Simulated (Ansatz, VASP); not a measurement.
**Sb in VASP and in Ansatz**

```
Sb
1.0
     3.35453    0.00000    0.00000
    -1.67727    2.90511    0.00000
     0.00000    0.00000    5.47016
Sb
2
Direct
  0.66667 0.33333 0.75000
  0.33333 0.66667 0.25000
```

Alike in both runs: functional PBEsol; k mesh 8 × 8 × 4; occupations fermi-dirac, width 0.05 eV; no spin polarisation.

```csv
,VASP,Ansatz
version,VASP 6.6.1,Ansatz 0.2.0
potentials or method,"VASP PAW PBE potentials, release 64 (Sb)",Ansatz PAW
plane-wave cutoff (eV),520,420
valence electrons in the cell,10,30
task,single point,density of states
```

|  | VASP | Ansatz | Ansatz less VASP |
| --- | --- | --- | --- |
| gap on the k mesh at the Fermi level (eV) | none | none | - |
| pressure (GPa) | -1.2 | -1.2 | +0.01 |
| traceless stress, the component that is largest in VASP (GPa) | 1.42 | 1.42 | -0.002 |

VASP's potentials were made for PBE, not for PBEsol. A gap of «none» marks a metal or a gap that the smearing closes. VASP's potentials hold 10 valence electrons a cell and Ansatz's 30, so a difference there can come from the potentials and not from the codes.

Neither program's run includes spin-orbit coupling.
